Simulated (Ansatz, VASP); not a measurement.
## AlN in VASP and in Ansatz

```
CELL_PARAMETERS angstrom
0.00000 2.01887 2.01887
2.01887 0.00000 2.01887
2.01887 2.01887 0.00000
ATOMIC_POSITIONS crystal
Al 0.00000 0.00000 0.00000
N 0.50000 0.50000 0.50000
```

Alike in both runs: task single point; functional PBEsol; k mesh 6 × 6 × 6; no spin polarisation.

|  | VASP | Ansatz |
| --- | --- | --- |
| version | VASP 6.6.1 | Ansatz 0.2.0 |
| potentials or method | VASP PAW PBE potentials, release 64 (Al, N) | plane waves, PAW |
| plane-wave cutoff (eV) | 520 | 420 |
| occupations | gaussian, width 0.01 eV | fixed |
| valence electrons in the cell | 8 | 8 |

```tsv
	VASP	Ansatz	Ansatz less VASP
gap on the k mesh at the Fermi level (eV)	4.59	4.59	+0.005
```

VASP's potentials were made for PBE, not for PBEsol.

The k mesh is coarse, so the values compare programs but aren't converged.
